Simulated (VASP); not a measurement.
# Na2Pt3S4 (Fmmm) in VASP: further runs

Runs on Na2Pt3S4. Level: PBE. Tasks: single point.

All numbers are computed with VASP 6.6.1; they aren't measurements. Logs are shortened: lines on timing, memory, paths and dates and some standing lists are left out, and cuts for length are marked.

### Step 1. The cell of the first run

It takes space group Fmmm (No. 69, orthorhombic). The conventional cell has a = 5.963 Å, b = 10.115 Å, c = 12.410 Å, α = 90.00°, β = 90.00°, γ = 90.00°. Na (site symmetry mm2) has 8 S at 3.26 to 3.47 Å and 7 Pt at 3.52 to 4.26 Å and 3 Na at 3.77 to 3.90 Å within 4.3 Å. Within 3.0 Å of Pt (site symmetry mmm) lie 4 S at 2.27 Å and 4 Pt at 2.94 Å. Pt (site symmetry 2/m) has 4 S at 2.26 Å and 4 Pt at 2.94 to 2.98 Å within 3.0 Å. Within 3.0 Å of S (site symmetry m) lie 3 Pt at 2.26 to 2.27 Å and 1 S at 2.98 Å.

### Step 2. Single point, PBE

INCAR reads:

```
SYSTEM = Na2Pt3S4
ALGO = Normal ; EDIFF = 1E-6
ENCUT = 520 ; GGA = PE
ISIF = 2 ; ISMEAR = -1
LASPH = .True. ; LCHARG = .False.
LREAL = .False. ; LWAVE = .False.
NBANDS = 44 ; NELM = 100
PREC = Accurate ; SIGMA = 0.1
```

KPOINTS reads:

```
Automatic mesh
0
Gamma
  4 4 4
  0.5 0.5 0.5
```

POSCAR reads:

```
Na2Pt3S4
1.0
   -2.9812600000      5.0574120000      0.0000000000
    2.9812600000      0.0000000000      6.2051270000
    2.9812600000      5.0574120000      0.0000000000
Na Pt S
2 3 4
Direct
    0.3430000000      0.6860000000      0.6570000000
    0.6570000000      0.3140000000      0.3430000000
    0.0000000000      0.0000000000      0.0000000000
    0.0000000000      0.0000000000      0.5000000000
    0.5000000000      0.0000000000      0.0000000000
    0.2900000000      0.2400000000      0.0500000000
    0.9500000000      0.2400000000      0.7100000000
    0.7100000000      0.7600000000      0.9500000000
    0.0500000000      0.7600000000      0.2900000000
```

Potentials or basis: VASP PAW PBE potentials, release 64 (Na_pv, Pt, S).

The run is started by

```
$ cat potpaw_PBE.64/Na_pv/POTCAR potpaw_PBE.64/Pt/POTCAR potpaw_PBE.64/S/POTCAR > POTCAR
$ mpirun -np 1 vasp_std > vasp.out
```

OUTCAR:

```text
SYSTEM = Na2Pt3S4
   EDIFF = 1E-6
   ENCUT = 520
   GGA = PE
   ISIF = 2
   ISMEAR = -1
   LASPH = .True.
   LREAL = .False.
   NELM = 100
   PREC = Accurate

 ion  position               nearest neighbor table
   1  0.343  0.686  0.657-
   2  0.657  0.314  0.343-
   3  0.000  0.000  0.000-   6 2.27   7 2.27   8 2.27   9 2.27   4 2.94   5 2.94   4 2.94   5 2.94

   4  0.000  0.000  0.500-   6 2.26   7 2.26   8 2.26   9 2.26   3 2.94   3 2.94   5 2.98   5 2.98

   5  0.500  0.000  0.000-   6 2.26   7 2.26   8 2.26   9 2.26   3 2.94   3 2.94   4 2.98   4 2.98

   6  0.290  0.240  0.050-   4 2.26   5 2.26   3 2.27
   7  0.950  0.240  0.710-   4 2.26   5 2.26   3 2.27
   8  0.710  0.760  0.950-   4 2.26   5 2.26   3 2.27
   9  0.050  0.760  0.290-   4 2.26   5 2.26   3 2.27

  LATTYP: Found a face centered orthorhombic cell.
 ALAT       =     5.9625200000
 B/A-ratio  =     1.6964008506
 C/A-ratio  =     2.0813773371

  Lattice vectors:

 A1 = (   0.0000000000,   5.0574120000,   6.2051270000)
 A2 = (   2.9812600000,   0.0000000000,   6.2051270000)
 A3 = (   2.9812600000,   5.0574120000,   0.0000000000)

Analysis of symmetry for initial positions (statically):
=====================================================================
 Subroutine PRICEL returns:
 Original cell was already a primitive cell.

 Routine SETGRP: Setting up the symmetry group for a
 face centered orthorhombic supercell.

 Subroutine GETGRP returns: Found  8 space group operations
 (whereof  8 operations were pure point group operations)
 out of a pool of  8 trial point group operations.

The static configuration has the point symmetry D_2h.

Analysis of symmetry for dynamics (positions and initial velocities):
=====================================================================
 Subroutine PRICEL returns:
 Original cell was already a primitive cell.

 Routine SETGRP: Setting up the symmetry group for a
 face centered orthorhombic supercell.

 Subroutine GETGRP returns: Found  8 space group operations
 (whereof  8 operations were pure point group operations)
 out of a pool of  8 trial point group operations.

The dynamic configuration has the point symmetry D_2h.

 Subroutine INISYM returns: Found  8 space group operations
 (whereof  8 operations are pure point group operations),
 and found     1 'primitive' translations

----------------------------------------------------------------------------------------

                                     Primitive cell

  volume of cell :     187.1151

  direct lattice vectors                    reciprocal lattice vectors
    -2.981260000  5.057412000  0.000000000    -0.167714322  0.098864795  0.080578528
     2.981260000  0.000000000  6.205127000     0.000000000  0.000000000  0.161157056
     2.981260000  5.057412000  0.000000000     0.167714322  0.098864795 -0.080578528

  length of vectors
     5.870717786  6.884149350  5.870717786     0.210701781  0.161157056  0.210701781

  position of ions in fractional coordinates (direct lattice)
     0.343000000  0.686000000  0.657000000
     0.657000000  0.314000000  0.343000000
     0.000000000  0.000000000  0.000000000
     0.000000000  0.000000000  0.500000000
     0.500000000  0.000000000  0.000000000
     0.290000000  0.240000000  0.050000000
     0.950000000  0.240000000  0.710000000
     0.710000000  0.760000000  0.950000000
     0.050000000  0.760000000  0.290000000

  ion indices of the primitive-cell ions
   primitive index   ion index
                 1           1
                 2           2
                 3           3
                 4           4
                 5           5
                 6           6
                 7           7
                 8           8
                 9           9

----------------------------------------------------------------------------------------

 KPOINTS: Automatic mesh

Automatic generation of k-mesh.
 Grid dimensions read from file:
 generate k-points for:    4    4    4

 Generating k-lattice:

  Cartesian coordinates                     Fractional coordinates (reciprocal lattice)
    -0.041928581  0.024716199  0.020144632     0.250000000  0.000000000  0.000000000
     0.000000000  0.000000000  0.040289264     0.000000000  0.250000000  0.000000000
     0.041928581  0.024716199 -0.020144632     0.000000000 -0.000000000  0.250000000

  Length of vectors
     0.052675445  0.040289264  0.052675445

  Shift w.r.t. Gamma in fractional coordinates (k-lattice)
     0.500000000  0.500000000  0.500000000

 Subroutine IBZKPT returns following result:
 ===========================================

 Found     15 irreducible k-points:

 Following reciprocal coordinates:
            Coordinates               Weight
  0.125000  0.125000  0.125000      4.000000
  0.375000  0.125000  0.125000      8.000000
 -0.375000  0.125000  0.125000      8.000000
 -0.125000  0.125000  0.125000      2.000000
  0.125000  0.375000  0.125000      4.000000
  0.375000  0.375000  0.125000      4.000000
 -0.125000  0.375000  0.125000      4.000000
 -0.375000 -0.375000  0.125000      8.000000
 -0.125000 -0.375000  0.125000      2.000000
  0.375000 -0.125000  0.125000      4.000000
  0.375000  0.125000  0.375000      4.000000
 -0.375000  0.125000  0.375000      4.000000
  0.375000  0.375000  0.375000      4.000000
 -0.375000  0.375000  0.375000      2.000000
 -0.375000 -0.125000  0.375000      2.000000
   k-points           NKPTS =     15   k-points in BZ     NKDIM =     15   number of bands    NBANDS=     44
   number of dos      NEDOS =    301   number of ions     NIONS =      9
   total plane-waves  NPLWV = 124416
   dimension x,y,z NGX =    48 NGY =   54 NGZ =   48
   dimension x,y,z NGXF=    96 NGYF=  108 NGZF=   96
   ions per type =               2   3   4
   NGX,Y,Z   is equivalent  to a cutoff of  13.59, 13.04, 13.59 a.u.
   NGXF,Y,Z  is equivalent  to a cutoff of  27.19, 26.08, 27.19 a.u.
 SYSTEM =  Na2Pt3S4
   PREC   = accura    normal or accurate (medium, high low for compatibility)
   ISTART =      0    job   : 0-new  1-cont  2-samecut
   ICHARG =      2    charge: 1-file 2-atom 10-const
   ISPIN  =      1    spin polarized calculation?
   LNONCOLLINEAR =      F non collinear calculations
   LSORBIT =      F    spin-orbit coupling
   LASPH  =      T    aspherical Exc in radial PAW
   ENCUT  =  520.0 eV  38.22 Ry    6.18 a.u.  10.92 12.80 10.92*2*pi/ulx,y,z
   NELM   =    100;   NELMIN=  2; NELMDL= -5     # of ELM steps
   EDIFF  = 0.1E-05   stopping-criterion for ELM
   LREAL  =      F    real-space projection
   EDIFFG = 0.1E-04   stopping-criterion for IOM
   NSW    =      0    number of steps for IOM
   IBRION =     -1    ionic relax: 0-MD 1-quasi-New 2-CG
   NFREE  =      0    steps in history (QN), initial steepest desc. (CG)
   ISIF   =      2    stress and relaxation
   ISYM   =      2    0-nonsym 1-usesym 2-fastsym
   POTIM  = 0.5000    time-step for ionic-motion
   TEBEG  =    0.0;   TEEND  =   0.0 temperature during run
   PSTRESS=    0.0 pullay stress
   NELECT =      68.0000    total number of electrons
   NUPDOWN=      -1.0000    fix difference up-down
   EMIN   =  10.00;   EMAX   =-10.00  energy-range for DOS
   EFERMI =   0.00;   METHOD = LEGACY
   ISMEAR =    -1;   SIGMA  =   0.10  broadening in eV -4-tet -1-fermi 0-gaus
   EFERMI_NEDOS =   21; number of points for ismear=-14 and -15
   IALGO  =     38    algorithm
   IMIX   =      4    mixing-type and parameters
     AMIX     =   0.40;   BMIX     =  1.00
     AMIX_MAG =   1.60;   BMIX_MAG =  1.00
  volume/ion in A,a.u.               =      20.79       140.30
  Fermi-wavevector in a.u.,A,eV,Ry     =   1.168265  2.207701 18.569831  1.364844
  Thomas-Fermi vector in A             =   2.304754
   LORBIT       =      0    0 simple, 1 ext, 2 COOP (PROOUT), +10 PAW based schemes
   GGA     = PE    functional components
   LHFCALC =     F    Hartree Fock is set to
   AEXX    =    0.0000 exact exchange contribution
   IVDW    =     0    specifies the selected vdW correction
   LEPSILON=     F    determine dielectric tensor
   LRPA    =     F    only Hartree local field effects (RPA)
 non-spin polarized calculation
  energy-cutoff  :      520.00
  volume of cell :      187.12
 maximum number of plane-waves:      5050
 NGX is ok and might be reduce to    48
   NGX = 21   NGY = 25   NGZ = 21

 number of electron      67.9999999 magnetization

 Free energy of the ion-electron system (eV)
  ---------------------------------------------------
  ext. energy  EPLUGINS =         0.00000000
  ---------------------------------------------------
  free energy    TOTEN  =       -41.36464893 eV

  energy without entropy =      -41.35980137  energy(sigma->0) =      -41.36222515

 E-fermi :   5.7129     XC(G=0):  -9.4175

 val. band max:        5.2308370764   @ k =   0.1250   0.3750   0.1250
 cond. band min:       6.1221168293   @ k =   0.3750   0.3750   0.3750
 fundamental gap:      0.8912797529
 Fermi energy:         5.7128607798

 k-point     1 :       0.1250    0.1250    0.1250
  band No.  band energies     occupation
      1     -19.8071      2.00000
      2     -19.7983      2.00000
      3     -19.7899      2.00000
      4     -19.7804      2.00000
      5     -19.7748      2.00000
      6     -19.7729      2.00000
[... 36 lines left out ...]
     43      10.1653      0.00000
     44      11.2358      0.00000

 k-point     2 :       0.3750    0.1250    0.1250
  band No.  band energies     occupation
      1     -19.8064      2.00000
      2     -19.8002      2.00000
      3     -19.7876      2.00000
      4     -19.7815      2.00000
      5     -19.7746      2.00000
      6     -19.7732      2.00000
[... 603 lines left out ...]
 k-point    15 :      -0.3750   -0.1250    0.3750
  band No.  band energies     occupation
      1     -19.8061      2.00000
      2     -19.8007      2.00000
      3     -19.7887      2.00000
      4     -19.7804      2.00000
      5     -19.7750      2.00000
      6     -19.7729      2.00000
[... 36 lines left out ...]
     43      10.8747      0.00000
     44      11.3924      0.00000

------------------------ aborting loop because EDIFF is reached ----------------------------------------

  FORCE on cell =-STRESS in cart. coord.  units (eV):
  Direction    XX          YY          ZZ          XY          YZ          ZX
  --------------------------------------------------------------------------------------
  -------------------------------------------------------------------------------------
  Total       18.4592958     15.3534164     14.3947619      0.0000000      0.0000000      0.0000000
  in kB      158.0581355    131.4639725    123.2554719      0.0000000      0.0000000      0.0000000
  external PRESSURE =     137.5925266 kB  Pullay stress =       0.0000000 kB

 VOLUME and BASIS-vectors are now :
 -----------------------------------------------------------------------------
  energy-cutoff  :      520.00
  volume of cell :      187.12
      direct lattice vectors                 reciprocal lattice vectors
    -2.981260000  5.057412000  0.000000000    -0.167714322  0.098864795  0.080578528
     2.981260000  0.000000000  6.205127000     0.000000000  0.000000000  0.161157056
     2.981260000  5.057412000  0.000000000     0.167714322  0.098864795 -0.080578528

 POSITION                                       TOTAL-FORCE (eV/Angst)
 -----------------------------------------------------------------------------------
      2.98126      5.05741      4.25672        -0.000000      0.000000      0.189407
      0.00000      5.05741      1.94841        -0.000000      0.000000     -0.189407
      0.00000      0.00000      0.00000         0.000000     -0.000000     -0.000000
      1.49063      2.52871      0.00000         0.000000     -0.000000     -0.000000
     -1.49063      2.52871      0.00000        -0.000000     -0.000000     -0.000000
      0.00000      1.71952      1.48923        -0.000000     -0.370965      2.717372
      0.00000      8.39530      1.48923        -0.000000      0.370965      2.717372
      2.98126      8.39530      4.71590         0.000000      0.370965     -2.717372
      2.98126      1.71952      4.71590         0.000000     -0.370965     -2.717372
 -----------------------------------------------------------------------------------
    total drift:                                0.000000      0.000000     -0.000000

  FREE ENERGIE OF THE ION-ELECTRON SYSTEM (eV)
  ---------------------------------------------------
  free  energy   TOTEN  =       -41.3646489269 eV

  energy  without entropy=      -41.3598013709  energy(sigma->0) =      -41.36222515
```

Wall time 94 s (1 thread of Intel Xeon 6975P-C (Granite Rapids), shared host); peak memory 0.39 GiB.

Results:

- Free energy: -41.3646 eV
- Pressure: 13.8 GPa
- Largest force: 2.743 eV/Å
- Band gap on the k mesh: 0.89 eV, indirect (least direct gap 1.03 eV)

Forces on the atoms (eV/Å):
```
Na   0.000  0.000  0.189
Na   0.000  0.000 -0.189
Pt   0.000  0.000  0.000
Pt   0.000  0.000  0.000
Pt   0.000  0.000  0.000
S    0.000 -0.371  2.717
S    0.000  0.371  2.717
S    0.000  0.371 -2.717
S    0.000 -0.371 -2.717
```

Caveat: spin-orbit coupling is left out, which moves the levels of the heavy elements; forces of over 1 eV/Å act on the atoms, so gaps and moduli don't describe the material at rest. PBE gaps usually lie below the measured ones, often by a third to a half.

### Step 3. Single point, PBE

INCAR reads:

```
SYSTEM = Na2Pt3S4
  ALGO = Normal
  EDIFF = 1E-6
  ENCUT = 520
  GGA = PE
  ISIF = 2
  ISMEAR = -1
  ISYM = 0
  LASPH = .TRUE.
  LCHARG = .FALSE.
  LREAL = .FALSE.
  LWAVE = .FALSE.
  NBANDS = 44
  NELM = 60
  PREC = Accurate
  SIGMA = 0.1
```

KPOINTS reads:

```
k-points
0
G
  4 4 4
  0 0 0
```

POSCAR is that of step 2.

Potentials or basis: VASP PAW PBE potentials, release 64 (Na_pv, Pt, S).

The run is started by

```
$ cat potpaw_PBE.64/Na_pv/POTCAR potpaw_PBE.64/Pt/POTCAR potpaw_PBE.64/S/POTCAR > POTCAR
$ mpirun -np 1 vasp_std > vasp.out
```

OUTCAR:

```text
SYSTEM = Na2Pt3S4
   EDIFF = 1E-6
   ENCUT = 520
   GGA = PE
   ISIF = 2
   ISMEAR = -1
   ISYM = 0
   LASPH = .TRUE.
   LREAL = .FALSE.
   NELM = 60
   PREC = Accurate

 ion  position               nearest neighbor table
   1  0.343  0.686  0.657-
   2  0.657  0.314  0.343-
   3  0.000  0.000  0.000-   6 2.27   7 2.27   8 2.27   9 2.27   4 2.94   5 2.94   4 2.94   5 2.94

   4  0.000  0.000  0.500-   6 2.26   7 2.26   8 2.26   9 2.26   3 2.94   3 2.94   5 2.98   5 2.98
[... 1310 lines left out ...]
  Total       18.4683251     15.3831767     14.3992228      0.0000358      0.0000100      0.0002148
  in kB      158.1354488    131.7187959    123.2936692      0.0003063      0.0000859      0.0018396
  external PRESSURE =     137.7159713 kB  Pullay stress =       0.0000000 kB

 VOLUME and BASIS-vectors are now :
 -----------------------------------------------------------------------------
  energy-cutoff  :      520.00
  volume of cell :      187.12
      direct lattice vectors                 reciprocal lattice vectors
    -2.981260000  5.057412000  0.000000000    -0.167714322  0.098864795  0.080578528
     2.981260000  0.000000000  6.205127000     0.000000000  0.000000000  0.161157056
     2.981260000  5.057412000  0.000000000     0.167714322  0.098864795 -0.080578528

 POSITION                                       TOTAL-FORCE (eV/Angst)
 -----------------------------------------------------------------------------------
      2.98126      5.05741      4.25672         0.000060     -0.000002      0.188807
      0.00000      5.05741      1.94841        -0.000060     -0.000000     -0.188806
      0.00000      0.00000      0.00000        -0.000001     -0.000001      0.000003
      1.49063      2.52871      0.00000         0.000002      0.000001      0.000001
     -1.49063      2.52871      0.00000        -0.000001      0.000000      0.000003
      0.00000      1.71952      1.48923        -0.000002     -0.372590      2.716532
      0.00000      8.39530      1.48923        -0.000001      0.372589      2.716520
      2.98126      8.39530      4.71590         0.000005      0.372592     -2.716533
      2.98126      1.71952      4.71590        -0.000002     -0.372588     -2.716526
 -----------------------------------------------------------------------------------
    total drift:                               -0.000005      0.000010     -0.000003

  FREE ENERGIE OF THE ION-ELECTRON SYSTEM (eV)
  ---------------------------------------------------
  free  energy   TOTEN  =       -41.3634120047 eV

  energy  without entropy=      -41.3583814424  energy(sigma->0) =      -41.36089672
```

stdout:

```text
POSCAR found type information on POSCAR NaPtS
 POSCAR found :  3 types and       9 ions
 scaLAPACK will be used
 LDA part: xc-table for (Slater+PW92), standard interpolation
 POSCAR, INCAR and KPOINTS ok, starting setup
 FFT: planning ... GRIDC
 FFT: planning ... GRID_SOFT
 FFT: planning ... GRID
 WAVECAR not read
 entering main loop
```

It took 3.7 min on 1 thread of Intel Xeon 6975P-C (Granite Rapids), shared host; peak memory 0.47 GiB.

Results:

| Item | Value |
| --- | --- |
| Free energy | -41.3634 eV |
| Pressure | 13.8 GPa |
| Largest force | 2.742 eV/Å |
| Band gap on the k mesh | 0.76 eV, indirect (least direct gap 0.96 eV) |

Forces in eV/Å, atoms in the order of the input:
```
Na   0.000  0.000  0.189
Na   0.000  0.000 -0.189
Pt   0.000  0.000  0.000
Pt   0.000  0.000  0.000
Pt   0.000  0.000  0.000
S    0.000 -0.373  2.717
S    0.000  0.373  2.717
S    0.000  0.373 -2.717
S    0.000 -0.373 -2.717
```

Stress tensor (GPa, compression positive):
```
15.81  0.00  0.00
 0.00 13.17  0.00
 0.00  0.00 12.33
```

Caveat: spin-orbit coupling is left out, which moves the levels of the heavy elements; forces of over 1 eV/Å act on the atoms, so gaps and moduli don't describe the material at rest.
